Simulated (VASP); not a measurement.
Write the native input for VASP 6.6.1 that does the following.

```yaml
Task: single point
Functional: r2SCAN
Potentials_or_basis: VASP PAW PBE potentials, release 64 (Be, S)
Cutoff: 520 eV
k_mesh: 6 × 6 × 6
Occupations: fermi-dirac, width 0.001 eV
Spin: no spin polarisation
Dipole_correction: no
Further_INCAR_settings: ALGO = Normal; EDIFF = 1e-07; NBANDS = 11
```

BeS:

```xyz
2
Lattice="0.0000 2.4343 2.4343 2.4343 0.0000 2.4343 2.4343 2.4343 0.0000" Properties=species:S:1:pos:R:3 pbc="T T T"
Be    0.0000    0.0000    0.0000
S     1.2172    1.2172    1.2172
```

One way to write it, as run:

POSCAR

```
BeS
1.0
    0.0000000000      2.4343062304      2.4343062304
    2.4343062304      0.0000000000      2.4343062304
    2.4343062304      2.4343062304      0.0000000000
Be S
1 1
Direct
    0.0000000000      0.0000000000      0.0000000000
    0.2500000000      0.2500000000      0.2500000000
```

INCAR.step1

```
SYSTEM = BeS
  PREC = Accurate
  ENCUT = 520
  ISMEAR = -1
  SIGMA = 0.001
  LREAL = .FALSE.
  LASPH = .TRUE.
  NELM = 100
  NBANDS = 11
  GGA = PE
  ALGO = Normal
  EDIFF = 1E-4
  LWAVE = .TRUE.
  LCHARG = .FALSE.
```

INCAR.step2

```
SYSTEM = BeS
  PREC = Accurate
  ENCUT = 520
  EDIFF = 1E-7
  ISMEAR = -1
  SIGMA = 0.001
  LREAL = .FALSE.
  LASPH = .TRUE.
  NELM = 100
  ALGO = Normal
  ISIF = 2
  LWAVE = .FALSE.
  LCHARG = .FALSE.
  METAGGA = R2SCAN
  LMIXTAU = .TRUE.
  NBANDS = 11
  ISTART = 1
```

KPOINTS

```
regular mesh
0
G
  6 6 6
  0 0 0
```

Potentials or basis: VASP PAW PBE potentials, release 64 (Be, S).

Launch:

```console
$ cat potpaw_PBE.64/Be/POTCAR potpaw_PBE.64/S/POTCAR > POTCAR
$ cp INCAR.step1 INCAR
$ mpirun -np 1 vasp_std > vasp.out
$ cp INCAR.step2 INCAR
$ mpirun -np 1 vasp_std > vasp.out
```

Results of the run:

The pressure is 0.3 GPa. The band gap on the k mesh is 3.60 eV, indirect (least direct gap 6.26 eV).

Caveat: the PAW data sets were made with another functional, which shifts forces and pressure a little.

Run time: 58 s on 1 thread of AMD EPYC 7R13, on a shared host, peak memory 0.12 GiB.
